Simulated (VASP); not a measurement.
# H20CO9 in VASP: a series of runs, part 4 of 4

VASP 6.6.1.

### 5 Single point, LDA

Input file INCAR:

```
PREC = Accurate
ENCUT = 520
EDIFF = 1E-7
ISMEAR = -1
SIGMA = 0.05
LREAL = Auto
LASPH = True
NELM = 60
ALGO = Normal
ISIF = 2
LWAVE = False
LCHARG = False
GGA = CA
NBANDS = 60
```

Input file KPOINTS:

```
Automatic mesh
0
Gamma
  1 1 1
```

Input file POSCAR:

```
H20CO9
1.0
    6.7459970000      0.0000000000      0.0000000000
    0.0000000000      6.7459970000      0.0000000000
    0.0000000000      0.0000000000      6.7459970000
O H C
9 20 1
Direct
    0.1326712716      0.4483844271      0.3420547030
    0.3758525241      0.6812929208      0.4158021416
    0.8393422055      0.6094725509      0.5884526779
    0.7850433376      0.8640086854     -0.1192114375
    0.3482657938      0.2009339761      0.5877411449
    0.6095614925     -0.0293062686      0.3956123906
    0.5161727762      0.5231546946      0.6981918314
   -0.0614438459      0.9323158608      0.2266974029
    0.5598431188      0.1733472458      0.0838571378
    0.2667063149      0.5288469592      0.3245035537
    0.0294396810      0.4902166426      0.2567003810
    0.2497481099      0.7740145749      0.4367775438
    0.4191522765      0.6182333019      0.5560186285
    0.9506526611      0.5303886142      0.5607918296
    0.8530392172      0.7350581389      0.6621704694
    0.6838574046      0.7568191922     -0.0833234880
    0.8611922004      0.8815450111      0.0142603087
    0.4573082378      0.1109102183      0.5433592692
    0.2957902294      0.2249185702      0.4540766917
    0.5810556987      0.0410613880      0.2523718881
    0.5269643612     -0.1541358527      0.3789803049
    0.4635341522      0.3870295228      0.6686780323
    0.6715389882      0.5335608658      0.6702641581
   -0.1959977154      0.9611922448      0.2915062073
    0.0467240054      1.0345542697      0.2499704640
    0.6030242824      0.3889417680      0.2898756107
    0.6366590439      0.0851764387     -0.0093536952
    0.7898017150      0.3623185720      0.0889119874
    0.5655502070      0.4868072132      0.0353839470
    0.6287432384      0.3613105668      0.1260006490
```

Potentials or basis: VASP PAW LDA potentials, release 64 (O, H, C).

The run is started by

```
> cat potpaw_LDA.64/O/POTCAR potpaw_LDA.64/H/POTCAR potpaw_LDA.64/C/POTCAR > POTCAR
> mpirun -np 1 vasp_gam > vasp.out
```

OUTCAR:

```text
PREC = Accurate
   ENCUT = 520
   EDIFF = 1E-7
   ISMEAR = -1
   LREAL = Auto
   LASPH = True
   NELM = 60
   ISIF = 2
   GGA = CA

 ion  position               nearest neighbor table
   1  0.133  0.448  0.342-  11 0.95  10 1.06
   2  0.376  0.681  0.416-  12 1.07  13 1.08  10 1.41
   3  0.839  0.609  0.588-  14 0.94  15 0.99  23 1.36
   4  0.785  0.864  0.881-  16 1.02  17 1.04
   5  0.348  0.201  0.588-  19 0.98  18 1.00
   6  0.610  0.971  0.396-  21 1.02  20 1.09
   7  0.516  0.523  0.698-  22 1.00  23 1.07  13 1.33
   8  0.939  0.932  0.227-  25 1.02  24 1.03
   9  0.560  0.173  0.084-  27 1.01  30 1.38
  10  0.267  0.529  0.325-   1 1.06   2 1.41
  11  0.029  0.490  0.257-   1 0.95
  12  0.250  0.774  0.437-   2 1.07
  13  0.419  0.618  0.556-   2 1.08   7 1.33
  14  0.951  0.530  0.561-   3 0.94
  15  0.853  0.735  0.662-   3 0.99
  16  0.684  0.757  0.917-   4 1.02
  17  0.861  0.882  0.014-   4 1.04
  18  0.457  0.111  0.543-   5 1.00
  19  0.296  0.225  0.454-   5 0.98
  20  0.581  0.041  0.252-   6 1.09
  21  0.527  0.846  0.379-   6 1.02
  22  0.464  0.387  0.669-   7 1.00
  23  0.672  0.534  0.670-   7 1.07   3 1.36
  24  0.804  0.961  0.292-   8 1.03
  25  0.047  0.035  0.250-   8 1.02
  26  0.603  0.389  0.290-  30 1.13
  27  0.637  0.085  0.991-   9 1.01
  28  0.790  0.362  0.089-  30 1.11
  29  0.566  0.487  0.035-  30 1.13
  30  0.629  0.361  0.126-  28 1.11  29 1.13  26 1.13   9 1.38

  LATTYP: Found a simple cubic cell.
 ALAT       =     6.7459970000

  Lattice vectors:

 A1 = (   6.7459970000,   0.0000000000,   0.0000000000)
 A2 = (   0.0000000000,   6.7459970000,   0.0000000000)
 A3 = (   0.0000000000,   0.0000000000,   6.7459970000)

Analysis of symmetry for initial positions (statically):
[... 174 lines left out ...]
   IALGO  =     38    algorithm
   IMIX   =      4    mixing-type and parameters
     AMIX     =   0.40;   BMIX     =  1.00
     AMIX_MAG =   1.60;   BMIX_MAG =  1.00
  volume/ion in A,a.u.               =      10.23        69.06
  Fermi-wavevector in a.u.,A,eV,Ry     =   1.036876  1.959412 14.627789  1.075112
  Thomas-Fermi vector in A             =   2.171288
   LORBIT       =      0    0 simple, 1 ext, 2 COOP (PROOUT), +10 PAW based schemes
   GGA     = CA    functional components
   LHFCALC =     F    Hartree Fock is set to
   AEXX    =    0.0000 exact exchange contribution
   IVDW    =     0    specifies the selected vdW correction
   LEPSILON=     F    determine dielectric tensor
   LRPA    =     F    only Hartree local field effects (RPA)
 non-spin polarized calculation
  energy-cutoff  :      520.00
  volume of cell :      307.00
 maximum number of plane-waves:      4145
 NGX is ok and might be reduce to    50
   NGX = 25   NGY = 25   NGZ = 25

 number of electron      77.9999986 magnetization

 Free energy of the ion-electron system (eV)
  ---------------------------------------------------
  ext. energy  EPLUGINS =         0.00000000
  ---------------------------------------------------
  free energy    TOTEN  =      -155.33501114 eV

  energy without entropy =     -155.33501114  energy(sigma->0) =     -155.33501114

 E-fermi :  -2.3062     XC(G=0):  -7.0717

 val. band max:       -3.4988922106   @ k =   0.0000   0.0000   0.0000
 cond. band min:       0.7364585670   @ k =   0.0000   0.0000   0.0000
 fundamental gap:      4.2353507776
 Fermi energy:        -2.3061696842

 k-point     1 :       0.0000    0.0000    0.0000
  band No.  band energies     occupation
      1     -23.4103      2.00000
      2     -22.7151      2.00000
      3     -22.2856      2.00000
      4     -22.0073      2.00000
      5     -21.8225      2.00000
      6     -21.5095      2.00000
[... 43 lines left out ...]
     50       5.9860      0.00000
     51       6.2486      0.00000
 [bands above 51 left out]

------------------------ aborting loop because EDIFF is reached ----------------------------------------

  FORCE on cell =-STRESS in cart. coord.  units (eV):
  Direction    XX          YY          ZZ          XY          YZ          ZX
  --------------------------------------------------------------------------------------
  -------------------------------------------------------------------------------------
  Total        1.5026072     -0.0565214     -1.6861689      2.2885670     -1.3126082      2.1175159
  in kB        7.8418335     -0.2949750     -8.7998085     11.9436147     -6.8502635     11.0509301
  external PRESSURE =      -0.4176500 kB  Pullay stress =       0.0000000 kB

 VOLUME and BASIS-vectors are now :
 -----------------------------------------------------------------------------
  energy-cutoff  :      520.00
  volume of cell :      307.00
      direct lattice vectors                 reciprocal lattice vectors
     6.745997000  0.000000000  0.000000000     0.148236058  0.000000000  0.000000000
     0.000000000  6.745997000  0.000000000     0.000000000  0.148236058  0.000000000
     0.000000000  0.000000000  6.745997000     0.000000000  0.000000000  0.148236058

 POSITION                                       TOTAL-FORCE (eV/Angst)
 -----------------------------------------------------------------------------------
      0.89500      3.02480      2.30750         0.972363     -1.598368      0.809007
      2.53550      4.59600      2.80500        -2.103853      2.936745     -0.570326
      5.66220      4.11150      3.96970        -1.885256      0.850713     -0.031296
      5.29590      5.82860      5.94180        -1.337610     -0.866300      1.205517
      2.34940      1.35550      3.96490         0.319775     -0.538750     -0.440748
      4.11210      6.54830      2.66880        -0.194291      0.952004     -1.862516
[... 22 lines left out ...]
      3.81520      3.28400      0.23870        -0.320026     -0.826132      0.178511
      4.24150      2.43740      0.85000         1.311472      1.112116      0.543885
 -----------------------------------------------------------------------------------
    total drift:                               -0.003140      0.015434     -0.000015

  FREE ENERGIE OF THE ION-ELECTRON SYSTEM (eV)
  ---------------------------------------------------
  free  energy   TOTEN  =      -155.3350111448 eV

  energy  without entropy=     -155.3350111446  energy(sigma->0) =     -155.33501114
```

Wall time 54 s (1 thread of AMD EPYC 7R43 (Zen 3), shared host); peak memory 0.21 GiB.

Results:

```yaml
Free_energy: -155.3350 eV
Pressure: 0.0 GPa
Largest_force: 3.657 eV/Å
Band_gap_on_the_k_mesh: 4.24 eV
```

Forces in eV/Å, atoms in the order of the input:
```
O    0.972 -1.598  0.809
O   -2.104  2.937 -0.570
O   -1.885  0.851 -0.031
O   -1.338 -0.866  1.206
O    0.320 -0.539 -0.441
O   -0.194  0.952 -1.863
O    0.044  0.211  0.906
O    1.723  0.562 -0.607
O   -1.059 -1.747 -0.666
H   -1.314  0.001  0.339
H   -0.891  0.567 -1.164
H    2.198 -1.796 -0.320
H    0.744 -0.180  0.598
H    2.434 -0.878 -0.588
H    0.589  0.227  0.430
H    0.913  1.058 -0.666
H    0.260  0.119 -0.385
H    0.584 -0.499  0.289
H   -0.867  0.866  0.058
H   -0.214  0.237  1.524
H    0.032 -0.445  0.599
H   -0.294 -0.444  0.072
H   -0.840  0.000 -0.451
H    0.446 -0.047  1.112
H   -1.649 -0.842 -0.238
H    0.308  0.002 -0.865
H    0.067  0.705 -0.272
H    0.024  0.298  0.463
H   -0.320 -0.826  0.179
C    1.311  1.112  0.544
```

Stress tensor (GPa, compression positive):
```
 0.78  1.19  1.11
 1.19 -0.03 -0.69
 1.11 -0.69 -0.88
```

Levels at points of the mesh, in eV from the valence-band top:
| k point | band 37 | band 38 | band 39 | band 40 | band 41 | band 42 |
| --- | --- | --- | --- | --- | --- | --- |
| (0.00, 0.00, 0.00) | -0.60 | -0.20 | 0.00 | 4.24 | 6.55 | 6.89 |

Caveat: the k points lie up to 0.93 Å⁻¹ apart.
